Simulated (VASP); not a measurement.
# TiC (Fm-3m) in VASP: notebook

TiC is run at these levels: PBEsol; tasks: electric field gradients.

Everything below comes from runs of VASP 6.6.1. Logs are shortened: lines on timing, memory, paths and dates and some standing lists are left out, and cuts for length are marked.

### Step 1. The cell of the first run

The structure is cubic, space group Fm-3m (No. 225). Conventional cell: a = 4.314 Å, b = 4.314 Å, c = 4.314 Å, α = 90.00°, β = 90.00°, γ = 90.00°. Ti (site symmetry m-3m) has 6 C at 2.16 Å within 2.9 Å. C (site symmetry m-3m) has 6 Ti at 2.16 Å within 2.9 Å.

### Step 2. Electric field gradients, PBEsol (10.03 Å³/atom)

The input, INCAR:

```
SYSTEM = TiC
ALGO = Normal ; EDIFF = 1E-8
ENCUT = 520 ; GGA = PS
ISIF = 2 ; ISMEAR = -1
LASPH = .TRUE. ; LCHARG = .FALSE.
LEFG = .TRUE. ; LREAL = .FALSE.
LWAVE = .FALSE. ; NBANDS = 15
NELM = 100 ; PREC = Accurate
SIGMA = 0.03
```

The input, KPOINTS:

```
k-points
0
G
  16 16 16
  0 0 0
```

The input, POSCAR:

```
TiC
1.0
    0.0000000000      2.1567624877      2.1567624877
    2.1567624877      0.0000000000      2.1567624877
    2.1567624877      2.1567624877      0.0000000000
Ti C
1 1
Direct
    0.0000000000      0.0000000000      0.0000000000
    0.5000000000      0.5000000000      0.5000000000
```

Potentials or basis: VASP PAW PBE potentials, release 64 (Ti_sv, C).

The run is started by

```bash
$ cat potpaw_PBE.64/Ti_sv/POTCAR potpaw_PBE.64/C/POTCAR > POTCAR
$ mpirun -np 1 vasp_std > vasp.out
```

OUTCAR:

```text
SYSTEM = TiC
   EDIFF = 1E-8
   ENCUT = 520
   GGA = PS
   ISIF = 2
   ISMEAR = -1
   LASPH = .TRUE.
   LREAL = .FALSE.
   NELM = 100
   PREC = Accurate

 ion  position               nearest neighbor table
   1  0.000  0.000  0.000-   2 2.16   2 2.16   2 2.16   2 2.16   2 2.16   2 2.16
   2  0.500  0.500  0.500-   1 2.16   1 2.16   1 2.16   1 2.16   1 2.16   1 2.16

  LATTYP: Found a face centered cubic cell.
 ALAT       =     4.3135249754

  Lattice vectors:

 A1 = (   0.0000000000,   2.1567624877,   2.1567624877)
 A2 = (   2.1567624877,   0.0000000000,   2.1567624877)
 A3 = (   2.1567624877,   2.1567624877,   0.0000000000)

Analysis of symmetry for initial positions (statically):
=====================================================================
 Subroutine PRICEL returns:
 Original cell was already a primitive cell.

 Routine SETGRP: Setting up the symmetry group for a
 face centered cubic supercell.

 Subroutine GETGRP returns: Found 48 space group operations
 (whereof 48 operations were pure point group operations)
 out of a pool of 48 trial point group operations.

The static configuration has the point symmetry O_h .

Analysis of symmetry for dynamics (positions and initial velocities):
=====================================================================
 Subroutine PRICEL returns:
 Original cell was already a primitive cell.

 Routine SETGRP: Setting up the symmetry group for a
 face centered cubic supercell.

 Subroutine GETGRP returns: Found 48 space group operations
 (whereof 48 operations were pure point group operations)
 out of a pool of 48 trial point group operations.

The dynamic configuration has the point symmetry O_h .

 Subroutine INISYM returns: Found 48 space group operations
 (whereof 48 operations are pure point group operations),
 and found     1 'primitive' translations

----------------------------------------------------------------------------------------

                                     Primitive cell

  volume of cell :      20.0649

  direct lattice vectors                    reciprocal lattice vectors
     0.000000000  2.156762488  2.156762488    -0.231828958  0.231828958  0.231828958
     2.156762488  0.000000000  2.156762488     0.231828958 -0.231828958  0.231828958
     2.156762488  2.156762488  0.000000000     0.231828958  0.231828958 -0.231828958

  length of vectors
     3.050122761  3.050122761  3.050122761     0.401539534  0.401539534  0.401539534

  position of ions in fractional coordinates (direct lattice)
     0.000000000  0.000000000  0.000000000
     0.500000000  0.500000000  0.500000000

  ion indices of the primitive-cell ions
   primitive index   ion index
                 1           1
                 2           2

----------------------------------------------------------------------------------------

 KPOINTS: k-points

Automatic generation of k-mesh.
 Grid dimensions read from file:
 generate k-points for:   16   16   16

 Generating k-lattice:

  Cartesian coordinates                     Fractional coordinates (reciprocal lattice)
    -0.014489310  0.014489310  0.014489310     0.062500000  0.000000000  0.000000000
     0.014489310 -0.014489310  0.014489310     0.000000000  0.062500000  0.000000000
     0.014489310  0.014489310 -0.014489310     0.000000000  0.000000000  0.062500000

  Length of vectors
     0.025096221  0.025096221  0.025096221

  Shift w.r.t. Gamma in fractional coordinates (k-lattice)
     0.000000000  0.000000000  0.000000000

 Subroutine IBZKPT returns following result:
 ===========================================

 Found    145 irreducible k-points:

 Following reciprocal coordinates:
            Coordinates               Weight
  0.000000  0.000000  0.000000      1.000000
  0.062500  0.000000  0.000000      8.000000
  0.125000  0.000000  0.000000      8.000000
  0.187500  0.000000  0.000000      8.000000
  0.250000  0.000000  0.000000      8.000000
  0.312500  0.000000  0.000000      8.000000
[... 16 lines left out ...]
 -0.125000  0.062500  0.000000     24.000000
 -0.062500  0.062500  0.000000     12.000000
 [... further k-points ...]
   k-points           NKPTS =    145   k-points in BZ     NKDIM =    145   number of bands    NBANDS=     15
   number of dos      NEDOS =    301   number of ions     NIONS =      2
   total plane-waves  NPLWV =  13824
   dimension x,y,z NGX =    24 NGY =   24 NGZ =   24
   dimension x,y,z NGXF=    48 NGYF=   48 NGZF=   48
   ions per type =               1   1
   NGX,Y,Z   is equivalent  to a cutoff of  13.08, 13.08, 13.08 a.u.
   NGXF,Y,Z  is equivalent  to a cutoff of  26.16, 26.16, 26.16 a.u.
 SYSTEM =  TiC
   PREC   = accura    normal or accurate (medium, high low for compatibility)
   ISTART =      0    job   : 0-new  1-cont  2-samecut
   ICHARG =      2    charge: 1-file 2-atom 10-const
   ISPIN  =      1    spin polarized calculation?
   LNONCOLLINEAR =      F non collinear calculations
   LSORBIT =      F    spin-orbit coupling
   LASPH  =      T    aspherical Exc in radial PAW
   ENCUT  =  520.0 eV  38.22 Ry    6.18 a.u.   5.67  5.67  5.67*2*pi/ulx,y,z
   NELM   =    100;   NELMIN=  2; NELMDL= -5     # of ELM steps
   EDIFF  = 0.1E-07   stopping-criterion for ELM
   LREAL  =      F    real-space projection
   EDIFFG = 0.1E-06   stopping-criterion for IOM
   NSW    =      0    number of steps for IOM
   IBRION =     -1    ionic relax: 0-MD 1-quasi-New 2-CG
   NFREE  =      0    steps in history (QN), initial steepest desc. (CG)
   ISIF   =      2    stress and relaxation
   ISYM   =      2    0-nonsym 1-usesym 2-fastsym
   POTIM  = 0.5000    time-step for ionic-motion
   TEBEG  =    0.0;   TEEND  =   0.0 temperature during run
   PSTRESS=    0.0 pullay stress
   NELECT =      16.0000    total number of electrons
   NUPDOWN=      -1.0000    fix difference up-down
   EMIN   =  10.00;   EMAX   =-10.00  energy-range for DOS
   EFERMI =   0.00;   METHOD = LEGACY
   ISMEAR =    -1;   SIGMA  =   0.03  broadening in eV -4-tet -1-fermi 0-gaus
   EFERMI_NEDOS =   21; number of points for ismear=-14 and -15
   IALGO  =     38    algorithm
   IMIX   =      4    mixing-type and parameters
     AMIX     =   0.40;   BMIX     =  1.00
     AMIX_MAG =   1.60;   BMIX_MAG =  1.00
  volume/ion in A,a.u.               =      10.03        67.70
  Fermi-wavevector in a.u.,A,eV,Ry     =   1.518107  2.868807 31.356669  2.304650
  Thomas-Fermi vector in A             =   2.627273
   LORBIT       =      0    0 simple, 1 ext, 2 COOP (PROOUT), +10 PAW based schemes
   GGA     = PS    functional components
   LHFCALC =     F    Hartree Fock is set to
   AEXX    =    0.0000 exact exchange contribution
   IVDW    =     0    specifies the selected vdW correction
   LEPSILON=     F    determine dielectric tensor
   LRPA    =     F    only Hartree local field effects (RPA)
 non-spin polarized calculation
  energy-cutoff  :      520.00
  volume of cell :       20.06
 maximum number of plane-waves:       560
   NGX = 11   NGY = 11   NGZ = 11

 number of electron      16.0000002 magnetization

 Free energy of the ion-electron system (eV)
  ---------------------------------------------------
  ext. energy  EPLUGINS =         0.00000000
  ---------------------------------------------------
  free energy    TOTEN  =       -19.79924970 eV

  energy without entropy =      -19.79794278  energy(sigma->0) =      -19.79859624

 E-fermi :   9.4334     XC(G=0): -12.9248

 val. band max:        9.4297893363   @ k =   0.1250   0.1250   0.0000
 cond. band min:       9.4347406854   @ k =   0.5000   0.5000   0.0000
 fundamental gap:      0.0049513491
 Fermi energy:         9.4333844176

 k-point     1 :       0.0000    0.0000    0.0000
  band No.  band energies     occupation
      1     -46.8453      2.00000
      2     -22.9653      2.00000
      3     -22.9653      2.00000
      4     -22.9653      2.00000
      5      -2.9779      2.00000
      6      10.1162      0.00000
      7      10.1162      0.00000
      8      10.1162      0.00000
      9      11.1675      0.00000
     10      11.1675      0.00000
     11      11.1675      0.00000
     12      11.2008      0.00000
     13      11.2008      0.00000
     14      20.1078      0.00000
     15      23.4239      0.00000

 k-point     2 :       0.0625    0.0000    0.0000
  band No.  band energies     occupation
      1     -46.8423      2.00000
      2     -22.9863      2.00000
      3     -22.9672      2.00000
      4     -22.9672      2.00000
      5      -2.8873      2.00000
      6       9.6760      0.00062
      7       9.9244      0.00000
      8       9.9244      0.00000
      9      10.4848      0.00000
     10      10.4848      0.00000
     11      11.4020      0.00000
     12      12.2079      0.00000
     13      12.2079      0.00000
     14      20.2667      0.00000
     15      23.4733      0.00000

 k-point     3 :       0.1250    0.0000    0.0000
  band No.  band energies     occupation
      1     -46.8338      2.00000
      2     -23.0459      2.00000
      3     -22.9728      2.00000
      4     -22.9728      2.00000
      5      -2.6213      2.00000
      6       8.7952      2.00000
      7       9.1607      1.99977
      8       9.1607      1.99977
      9      10.5523      0.00000
     10      10.5523      0.00000
     11      11.7321      0.00000
     12      13.2900      0.00000
     13      13.2900      0.00000
     14      20.6498      0.00000
     15      23.5300      0.00000
[... 343 lines left out ...]
 k-point    23 :      -0.1250    0.0625    0.0000
  band No.  band energies     occupation
      1     -46.8275      2.00000
      2     -23.0805      2.00000
      3     -22.9924      2.00000
      4     -22.9700      2.00000
      5      -2.4231      2.00000
      6       8.3115      2.00000
      7       8.6476      2.00000
      8       8.8372      2.00000
      9      10.4330      0.00000
     10      11.0102      0.00000
     11      12.0483      0.00000
     12      13.1371      0.00000
     13      14.2762      0.00000
     14      20.9065      0.00000
     15      23.5330      0.00000

 k-point    24 :      -0.0625    0.0625    0.0000
  band No.  band energies     occupation
      1     -46.8374      2.00000
      2     -23.0153      2.00000
      3     -22.9791      2.00000
      4     -22.9665      2.00000
      5      -2.7392      2.00000
      6       9.2221      1.99825
      7       9.3961      1.55185
      8       9.4263      1.11694
      9      10.2300      0.00000
     10      10.8412      0.00000
     11      11.7560      0.00000
     12      12.3339      0.00000
     13      13.2121      0.00000
     14      20.5104      0.00000
     15      23.5272      0.00000

 [... further k-points ...]

------------------------ aborting loop because EDIFF is reached ----------------------------------------

  FORCE on cell =-STRESS in cart. coord.  units (eV):
  Direction    XX          YY          ZZ          XY          YZ          ZX
  --------------------------------------------------------------------------------------
  -------------------------------------------------------------------------------------
  Total       -0.4265064     -0.4265064     -0.4265064      0.0000000      0.0000000      0.0000000
  in kB      -34.0564324    -34.0564324    -34.0564324      0.0000000      0.0000000      0.0000000
  external PRESSURE =     -34.0564324 kB  Pullay stress =       0.0000000 kB

 VOLUME and BASIS-vectors are now :
 -----------------------------------------------------------------------------
  energy-cutoff  :      520.00
  volume of cell :       20.06
      direct lattice vectors                 reciprocal lattice vectors
     0.000000000  2.156762488  2.156762488    -0.231828958  0.231828958  0.231828958
     2.156762488  0.000000000  2.156762488     0.231828958 -0.231828958  0.231828958
     2.156762488  2.156762488  0.000000000     0.231828958  0.231828958 -0.231828958

 POSITION                                       TOTAL-FORCE (eV/Angst)
 -----------------------------------------------------------------------------------
      0.00000      0.00000      0.00000        -0.000000      0.000000      0.000000
      2.15676      2.15676      2.15676         0.000000     -0.000000     -0.000000
 -----------------------------------------------------------------------------------
    total drift:                                0.000000     -0.000000     -0.000000

  FREE ENERGIE OF THE ION-ELECTRON SYSTEM (eV)
  ---------------------------------------------------
  free  energy   TOTEN  =       -19.7992496999 eV

  energy  without entropy=      -19.7979427848  energy(sigma->0) =      -19.79859624

 Electric field gradients (V/A^2)
---------------------------------------------------------------------
 ion       V_xx      V_yy      V_zz      V_xy      V_xz      V_yz
---------------------------------------------------------------------
   1      -0.000    -0.000    -0.000     0.001     0.001     0.001
   2       0.000     0.000     0.000     0.000     0.000     0.000
---------------------------------------------------------------------

 Electric field gradients after diagonalization (V/A^2)
 (convention: |V_zz| > |V_xx| > |V_yy|)
----------------------------------------------------------------------
 ion       V_xx      V_yy      V_zz     asymmetry (V_yy - V_xx)/ V_zz
----------------------------------------------------------------------
   1      -0.001    -0.001     0.001       0.000
   2      -0.000    -0.000     0.000       0.000
----------------------------------------------------------------------

           NMR quadrupolar parameters

 Cq : quadrupolar parameter    Cq=e*Q*V_zz/h
 eta: asymmetry parameters     (V_yy - V_xx)/ V_zz
 Q  : nuclear electric quadrupole moment in mb (millibarn)
----------------------------------------------------------------------
 ion       Cq(MHz)       eta       Q (mb)
----------------------------------------------------------------------
   1       0.000       0.000       1.000
   2       0.000       0.000       1.000
----------------------------------------------------------------------
```

It took 48 s on 1 thread of Intel Xeon 8259CL, shared host; peak memory 0.17 GiB.

What came out:

* Free energy: -19.7992 eV
* Pressure: -3.4 GPa
* Band gap on the k mesh: zero (bands 8 and 9 overlap by 1.08 eV)
* Largest electric field gradient by atom: under 0.05 V/Å² on every atom

Caveat: the cell stands under tension; the PAW data sets were made with another functional, which shifts forces and pressure a little.

(Continued in part 2 of 2.)
